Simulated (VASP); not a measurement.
# KF (Fmmm) in VASP: further runs

The runs below take KF through single point, with PBE.

Everything below comes from runs of VASP 6.6.1. Logs are shortened: lines on timing, memory, paths and dates and some standing lists are left out, and cuts for length are marked.

### Step 1. The cell of the first run

Symmetry: Fmmm, No. 69, orthorhombic system. The conventional cell has a = 5.240 Å, b = 5.347 Å, c = 5.454 Å, α = 90.00°, β = 90.00°, γ = 90.00°. Within 3.5 Å of K (site symmetry mmm) lie 6 F at 2.62 to 2.73 Å. F (site symmetry mmm) has 6 K at 2.62 to 2.73 Å within 3.5 Å.

### Step 2. Single point, PBE (strain -0.0200 x Voigt [1, -1, 0, 0, 0, 0])

File INCAR:

```
SYSTEM = KF
ALGO = Normal
EDIFF = 1E-6
ENCUT = 520
GGA = PE
ISIF = 2
ISMEAR = 0
LASPH = .TRUE.
LCHARG = .FALSE.
LREAL = .FALSE.
LWAVE = .FALSE.
NBANDS = 15
NELM = 60
PREC = Accurate
SIGMA = 0.05
```

File KPOINTS:

```
k-points
0
G
  8 8 8
  0 0 0
```

File POSCAR:

```
KF
1.0
    0.0000000000      2.7269700000      2.6735000000
    2.6200300000      0.0000000000      2.6735000000
    2.6200300000      2.7269700000      0.0000000000
K F
1 1
Direct
    0.0000000000      0.0000000000      0.0000000000
    0.5000000000      0.5000000000      0.5000000000
```

Potentials or basis: VASP PAW PBE potentials, release 64 (K_sv, F).

Run with:

```bash
> cat potpaw_PBE.64/K_sv/POTCAR potpaw_PBE.64/F/POTCAR > POTCAR
> mpirun -np 1 vasp_std > vasp.out
```

OUTCAR:

```text
SYSTEM = KF
   EDIFF = 1E-6
   ENCUT = 520
   GGA = PE
   ISIF = 2
   ISMEAR = 0
   LASPH = .TRUE.
   LREAL = .FALSE.
   NELM = 60
   PREC = Accurate

 ion  position               nearest neighbor table
   1  0.000  0.000  0.000-   2 2.62   2 2.62   2 2.67   2 2.67   2 2.73   2 2.73
   2  0.500  0.500  0.500-   1 2.62   1 2.62   1 2.67   1 2.67   1 2.73   1 2.73

  LATTYP: Found a face centered orthorhombic cell.
 ALAT       =     5.2400600000
 B/A-ratio  =     1.0204081633
 C/A-ratio  =     1.0408163265

  Lattice vectors:

 A1 = (   0.0000000000,   2.7269700000,  -2.6735000000)
 A2 = (   2.6200300000,   2.7269700000,   0.0000000000)
 A3 = (   2.6200300000,   0.0000000000,  -2.6735000000)

Analysis of symmetry for initial positions (statically):
=====================================================================
 Subroutine PRICEL returns:
 Original cell was already a primitive cell.

 Routine SETGRP: Setting up the symmetry group for a
 face centered orthorhombic supercell.

 Subroutine GETGRP returns: Found  8 space group operations
 (whereof  8 operations were pure point group operations)
 out of a pool of  8 trial point group operations.

The static configuration has the point symmetry D_2h.

Analysis of symmetry for dynamics (positions and initial velocities):
=====================================================================
 Subroutine PRICEL returns:
 Original cell was already a primitive cell.

 Routine SETGRP: Setting up the symmetry group for a
 face centered orthorhombic supercell.

 Subroutine GETGRP returns: Found  8 space group operations
 (whereof  8 operations were pure point group operations)
 out of a pool of  8 trial point group operations.

The dynamic configuration has the point symmetry D_2h.

 Subroutine INISYM returns: Found  8 space group operations
 (whereof  8 operations are pure point group operations),
 and found     1 'primitive' translations

----------------------------------------------------------------------------------------

                                     Primitive cell

  volume of cell :      38.2029

  direct lattice vectors                    reciprocal lattice vectors
     0.000000000  2.726970000  2.673500000    -0.190837509  0.183353686  0.187020759
     2.620030000  0.000000000  2.673500000     0.190837509 -0.183353686  0.187020759
     2.620030000  2.726970000  0.000000000     0.190837509  0.183353686 -0.187020759

  length of vectors
     3.818896127  3.743281909  3.781656063     0.324059089  0.324059089  0.324059089

  position of ions in fractional coordinates (direct lattice)
     0.000000000  0.000000000  0.000000000
     0.500000000  0.500000000  0.500000000

  ion indices of the primitive-cell ions
   primitive index   ion index
                 1           1
                 2           2

----------------------------------------------------------------------------------------

 KPOINTS: k-points

Automatic generation of k-mesh.
 Grid dimensions read from file:
 generate k-points for:    8    8    8

 Generating k-lattice:

  Cartesian coordinates                     Fractional coordinates (reciprocal lattice)
    -0.023854689  0.022919211  0.023377595     0.125000000  0.000000000  0.000000000
     0.023854689 -0.022919211  0.023377595     0.000000000  0.125000000  0.000000000
     0.023854689  0.022919211 -0.023377595     0.000000000  0.000000000  0.125000000

  Length of vectors
     0.040507386  0.040507386  0.040507386

  Shift w.r.t. Gamma in fractional coordinates (k-lattice)
     0.000000000  0.000000000  0.000000000

 Subroutine IBZKPT returns following result:
 ===========================================

 Found     95 irreducible k-points:

 Following reciprocal coordinates:
            Coordinates               Weight
  0.000000  0.000000  0.000000      1.000000
  0.125000 -0.000000  0.000000      8.000000
  0.250000 -0.000000  0.000000      8.000000
  0.375000 -0.000000  0.000000      8.000000
  0.500000 -0.000000  0.000000      4.000000
  0.125000  0.125000  0.000000      2.000000
[... 16 lines left out ...]
  0.250000  0.000000  0.125000      8.000000
  0.375000  0.000000  0.125000      8.000000
 [... further k-points ...]
   k-points           NKPTS =     95   k-points in BZ     NKDIM =     95   number of bands    NBANDS=     15
   number of dos      NEDOS =    301   number of ions     NIONS =      2
   total plane-waves  NPLWV =  21952
   dimension x,y,z NGX =    28 NGY =   28 NGZ =   28
   dimension x,y,z NGXF=    56 NGYF=   56 NGZF=   56
   ions per type =               1   1
   NGX,Y,Z   is equivalent  to a cutoff of  12.19, 12.44, 12.31 a.u.
   NGXF,Y,Z  is equivalent  to a cutoff of  24.38, 24.87, 24.62 a.u.
 SYSTEM =  KF
   PREC   = accura    normal or accurate (medium, high low for compatibility)
   ISTART =      0    job   : 0-new  1-cont  2-samecut
   ICHARG =      2    charge: 1-file 2-atom 10-const
   ISPIN  =      1    spin polarized calculation?
   LNONCOLLINEAR =      F non collinear calculations
   LSORBIT =      F    spin-orbit coupling
   LASPH  =      T    aspherical Exc in radial PAW
   ENCUT  =  520.0 eV  38.22 Ry    6.18 a.u.   7.10  6.96  7.03*2*pi/ulx,y,z
   NELM   =     60;   NELMIN=  2; NELMDL= -5     # of ELM steps
   EDIFF  = 0.1E-05   stopping-criterion for ELM
   LREAL  =      F    real-space projection
   EDIFFG = 0.1E-04   stopping-criterion for IOM
   NSW    =      0    number of steps for IOM
   IBRION =     -1    ionic relax: 0-MD 1-quasi-New 2-CG
   NFREE  =      0    steps in history (QN), initial steepest desc. (CG)
   ISIF   =      2    stress and relaxation
   ISYM   =      2    0-nonsym 1-usesym 2-fastsym
   POTIM  = 0.5000    time-step for ionic-motion
   TEBEG  =    0.0;   TEEND  =   0.0 temperature during run
   PSTRESS=    0.0 pullay stress
   NELECT =      16.0000    total number of electrons
   NUPDOWN=      -1.0000    fix difference up-down
   EMIN   =  10.00;   EMAX   =-10.00  energy-range for DOS
   EFERMI =   0.00;   METHOD = LEGACY
   ISMEAR =     0;   SIGMA  =   0.05  broadening in eV -4-tet -1-fermi 0-gaus
   EFERMI_NEDOS =   21; number of points for ismear=-14 and -15
   IALGO  =     38    algorithm
   IMIX   =      4    mixing-type and parameters
     AMIX     =   0.40;   BMIX     =  1.00
     AMIX_MAG =   1.60;   BMIX_MAG =  1.00
  volume/ion in A,a.u.               =      19.10       128.90
  Fermi-wavevector in a.u.,A,eV,Ry     =   1.224849  2.314629 20.412210  1.500255
  Thomas-Fermi vector in A             =   2.359909
   LORBIT       =      0    0 simple, 1 ext, 2 COOP (PROOUT), +10 PAW based schemes
   GGA     = PE    functional components
   LHFCALC =     F    Hartree Fock is set to
   AEXX    =    0.0000 exact exchange contribution
   IVDW    =     0    specifies the selected vdW correction
   LEPSILON=     F    determine dielectric tensor
   LRPA    =     F    only Hartree local field effects (RPA)
 non-spin polarized calculation
 Gauss-broadening in eV      SIGMA  =   0.05
  energy-cutoff  :      520.00
  volume of cell :       38.20
 maximum number of plane-waves:      1046
   NGX = 15   NGY = 13   NGZ = 13

 number of electron      16.0000001 magnetization

 Free energy of the ion-electron system (eV)
  ---------------------------------------------------
  ext. energy  EPLUGINS =         0.00000000
  ---------------------------------------------------
  free energy    TOTEN  =        -8.28501567 eV

  energy without entropy =       -8.28501567  energy(sigma->0) =       -8.28501567

 E-fermi :  -2.5699     XC(G=0):  -8.3955

 val. band max:       -2.7768759921   @ k =   0.0000   0.0000   0.0000
 cond. band min:       3.3430082892   @ k =   0.0000   0.0000   0.0000
 fundamental gap:      6.1198842813
 Fermi energy:        -2.5698638460

 k-point     1 :       0.0000    0.0000    0.0000
  band No.  band energies     occupation
      1     -28.9460      2.00000
      2     -21.4655      2.00000
      3     -12.2051      2.00000
      4     -12.1963      2.00000
      5     -12.1938      2.00000
      6      -2.8362      2.00000
      7      -2.8107      2.00000
      8      -2.7769      2.00000
      9       3.3430      0.00000
     10       7.7595      0.00000
     11       7.8745      0.00000
     12       7.9868      0.00000
     13       9.3750      0.00000
     14       9.7151      0.00000
     15      14.1314      0.00000

 k-point     2 :       0.1250   -0.0000    0.0000
  band No.  band energies     occupation
      1     -28.9323      2.00000
      2     -21.4786      2.00000
      3     -12.2403      2.00000
      4     -12.2085      2.00000
      5     -12.1972      2.00000
      6      -2.9513      2.00000
      7      -2.8735      2.00000
      8      -2.8450      2.00000
      9       3.7747      0.00000
     10       7.6168      0.00000
     11       8.0250      0.00000
     12       8.1489      0.00000
     13       9.5212      0.00000
     14       9.8579      0.00000
     15      14.8777      0.00000

 k-point     3 :       0.2500   -0.0000    0.0000
  band No.  band energies     occupation
      1     -28.8991      2.00000
      2     -21.5099      2.00000
      3     -12.3366      2.00000
      4     -12.2277      2.00000
      5     -12.2028      2.00000
      6      -3.2451      2.00000
      7      -2.9924      2.00000
      8      -2.9796      2.00000
      9       4.8517      0.00000
     10       7.2830      0.00000
     11       8.5338      0.00000
     12       8.6641      0.00000
     13       9.9894      0.00000
     14      10.2874      0.00000
     15      15.8268      0.00000

 k-point     4 :       0.3750   -0.0000    0.0000
  band No.  band energies     occupation
      1     -28.8654      2.00000
      2     -21.5416      2.00000
      3     -12.4321      2.00000
      4     -12.2464      2.00000
      5     -12.2082      2.00000
      6      -3.5025      2.00000
      7      -3.1084      2.00000
      8      -3.1064      2.00000
      9       5.9329      0.00000
     10       7.3816      0.00000
     11       8.9946      0.00000
     12       9.1780      0.00000
     13      10.8338      0.00000
     14      11.0043      0.00000
     15      14.3070      0.00000
[... 307 lines left out ...]
 k-point    22 :       0.1250    0.0000    0.1250
  band No.  band energies     occupation
      1     -28.9295      2.00000
      2     -21.4768      2.00000
      3     -12.2372      2.00000
      4     -12.2235      2.00000
      5     -12.2226      2.00000
      6      -3.0521      2.00000
      7      -2.8266      2.00000
      8      -2.7920      2.00000
      9       3.8934      0.00000
     10       7.2628      0.00000
     11       8.2690      0.00000
     12       8.3643      0.00000
     13       9.5084      0.00000
     14       9.8504      0.00000
     15      15.0776      0.00000

 k-point    23 :       0.2500    0.0000    0.1250
  band No.  band energies     occupation
      1     -28.9042      2.00000
      2     -21.4952      2.00000
      3     -12.3230      2.00000
      4     -12.2461      2.00000
      5     -12.2421      2.00000
      6      -3.2284      2.00000
      7      -2.9089      2.00000
      8      -2.8678      2.00000
      9       4.7160      0.00000
     10       6.9350      0.00000
     11       8.6834      0.00000
     12       8.8252      0.00000
     13       9.7471      0.00000
     14      10.1518      0.00000
     15      16.1349      0.00000

 k-point    24 :       0.3750    0.0000    0.1250
  band No.  band energies     occupation
      1     -28.8711      2.00000
      2     -21.5228      2.00000
      3     -12.4277      2.00000
      4     -12.2744      2.00000
      5     -12.2516      2.00000
      6      -3.3872      2.00000
      7      -3.0618      2.00000
      8      -2.9990      2.00000
      9       5.8311      0.00000
     10       6.9579      0.00000
     11       8.9449      0.00000
     12       9.3187      0.00000
     13      10.4427      0.00000
     14      10.8388      0.00000
     15      14.5829      0.00000

 [... further k-points ...]

------------------------ aborting loop because EDIFF is reached ----------------------------------------

  FORCE on cell =-STRESS in cart. coord.  units (eV):
  Direction    XX          YY          ZZ          XY          YZ          ZX
  --------------------------------------------------------------------------------------
  -------------------------------------------------------------------------------------
  Total        0.6473142      0.0795156      0.3294312      0.0000000      0.0000000     -0.0000000
  in kB       27.1474411      3.3347733     13.8158784      0.0000000      0.0000000     -0.0000000
  external PRESSURE =      14.7660309 kB  Pullay stress =       0.0000000 kB

 VOLUME and BASIS-vectors are now :
 -----------------------------------------------------------------------------
  energy-cutoff  :      520.00
  volume of cell :       38.20
      direct lattice vectors                 reciprocal lattice vectors
     0.000000000  2.726970000  2.673500000    -0.190837509  0.183353686  0.187020759
     2.620030000  0.000000000  2.673500000     0.190837509 -0.183353686  0.187020759
     2.620030000  2.726970000  0.000000000     0.190837509  0.183353686 -0.187020759

 POSITION                                       TOTAL-FORCE (eV/Angst)
 -----------------------------------------------------------------------------------
      0.00000      0.00000      0.00000        -0.000000     -0.000000      0.000000
      2.62003      2.72697      2.67350         0.000000      0.000000      0.000000
 -----------------------------------------------------------------------------------
    total drift:                                0.000000      0.000000      0.000000

  FREE ENERGIE OF THE ION-ELECTRON SYSTEM (eV)
  ---------------------------------------------------
  free  energy   TOTEN  =        -8.2850156731 eV

  energy  without entropy=       -8.2850156731  energy(sigma->0) =       -8.28501567
```

Run time: 54 s. Hardware: 1 thread of Intel Xeon 8259CL, shared host; peak memory 0.19 GiB.

What came out:

- Free energy: -8.2850 eV
- Pressure: 1.5 GPa
- Band gap on the k mesh: 6.12 eV

Stress tensor (GPa, compression positive):
```
2.71 0.00 0.00
0.00 0.33 0.00
0.00 0.00 1.38
```

Caveat: the cell differs from its parent crystal (strain -0.0200 x Voigt [1, -1, 0, 0, 0, 0]). A k mesh can miss the band edges.

### Step 3. Single point, PBE (strain +0.0150 x Voigt [1, -1, 0, 0, 0, 0])

File INCAR:

```
SYSTEM = KF
PREC = Accurate
ENCUT = 520
EDIFF = 1E-7
ISMEAR = 0
SIGMA = 0.05
LREAL = .False.
LASPH = .True.
NELM = 60
ALGO = Normal
ISIF = 2
LWAVE = .False.
LCHARG = .True.
GGA = PE
LELF = .True.
LVHAR = .True.
NBANDS = 15
```

File KPOINTS:

```
Automatic mesh
0
Gamma
  8 8 8
  0 0 0
```

File POSCAR:

```
KF
1.0
    0.0000000000      2.6333975000      2.6735000000
    2.7136025000      0.0000000000      2.6735000000
    2.7136025000      2.6333975000      0.0000000000
K F
1 1
Direct
    0.0000000000      0.0000000000      0.0000000000
    0.5000000000      0.5000000000      0.5000000000
```

Potentials or basis: VASP PAW PBE potentials, release 64 (K_sv, F).

Run with:

```bash
> cat potpaw_PBE.64/K_sv/POTCAR potpaw_PBE.64/F/POTCAR > POTCAR
> mpirun -np 1 vasp_std > vasp.out
```

Run time: 86 s. Hardware: 1 thread of Intel Xeon 8259CL, shared host; peak memory 0.19 GiB.

The run converged. Its results:

```
Free energy            : -8.2876 eV
Pressure               : 1.4 GPa
Band gap on the k mesh : 6.13 eV
```

Stress tensor (GPa, compression positive):
```
0.56 0.00 0.00
0.00 2.34 0.00
0.00 0.00 1.37
```

Levels at points of the mesh, in eV from the valence-band top:
```tsv
k point	band 6	band 7	band 8	band 9	band 10	band 11
(0.00, 0.00, 0.00)	-0.04	-0.02	0.00	6.13	10.57	10.66
(0.50, 0.00, 0.00)	-0.81	-0.37	-0.37	9.04	10.57	11.96
(0.50, 0.50, 0.00)	-0.24	-0.10	-0.05	8.18	10.27	11.77
(0.50, 0.00, 0.50)	-0.20	-0.11	-0.08	8.12	10.29	11.92
(0.00, 0.50, 0.50)	-0.27	-0.08	-0.05	8.23	10.26	11.63
```

Caveat: the cell differs from its parent crystal (strain +0.0150 x Voigt [1, -1, 0, 0, 0, 0]). A k mesh can miss the band edges.

(Part 1 of 2 ends here.)
